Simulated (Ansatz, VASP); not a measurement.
B in VASP and in Ansatz

Contents of INCAR:

```
SYSTEM = B
PREC = Accurate ; ENCUT = 520
EDIFF = 1E-6 ; ISMEAR = -1
SIGMA = 0.1 ; LREAL = .FALSE.
LASPH = .TRUE. ; NELM = 60
ALGO = Normal ; ISIF = 2
LWAVE = .FALSE. ; LCHARG = .FALSE.
GGA = PE ; NBANDS = 10
```

File KPOINTS:

```
Automatic mesh
0
G
  22 22 22
  0 0 0
```

File POSCAR:

```
B
1.0
    0.0000000000      2.0528582145      2.0528582145
    2.0528582145      0.0000000000      2.0528582145
    2.0528582145      2.0528582145      0.0000000000
B
2
Direct
    0.1250000000      0.1250000000      0.1250000000
    0.8750000000      0.8750000000      0.8750000000
```

Input for Ansatz:

```yaml
crystal:
  lattice:
    - [0.0, 2.0528582145, 2.0528582145]
    - [2.0528582145, 0.0, 2.0528582145]
    - [2.0528582145, 2.0528582145, 0.0]
  atoms:
    - { symbol: B, position: [0.125, 0.125, 0.125] }
    - { symbol: B, position: [0.875, 0.875, 0.875] }
hamiltonian:
  xc: pbe
  pseudopotentials:
    kind: paw
    azcp:
      B: "pseudopotentials/B.paw.azcp"
basis:
  ecutwfc: 420
  fft_grid_basis: typed
kpoints:
  mp_grid: { grid: [22, 22, 22], shift: [0, 0, 0] }
magnetization:
  spin_polarized: false
scf:
  occupations: { method: fermi_dirac, width: 0.1 }
output:
  stress: true
```

Alike in both runs: task single point; functional PBE; k mesh 22 × 22 × 22; occupations fermi-dirac, width 0.1 eV; no spin polarisation.

|  | VASP | Ansatz |
| --- | --- | --- |
| version | VASP 6.6.1 | Ansatz 0.2.0 |
| potentials or method | VASP PAW PBE potentials, release 64 (B), cutoff 520 eV | plane waves (420 eV) with PAW, scalar-relativistic |
| valence electrons in the cell | 6 | 6 |

|  | VASP | Ansatz | Ansatz less VASP |
| --- | --- | --- | --- |
| pressure (GPa) | -6.5 | -6.5 | +0.02 |

The functional is the same, so the differences come from potentials, cutoffs and numerics.
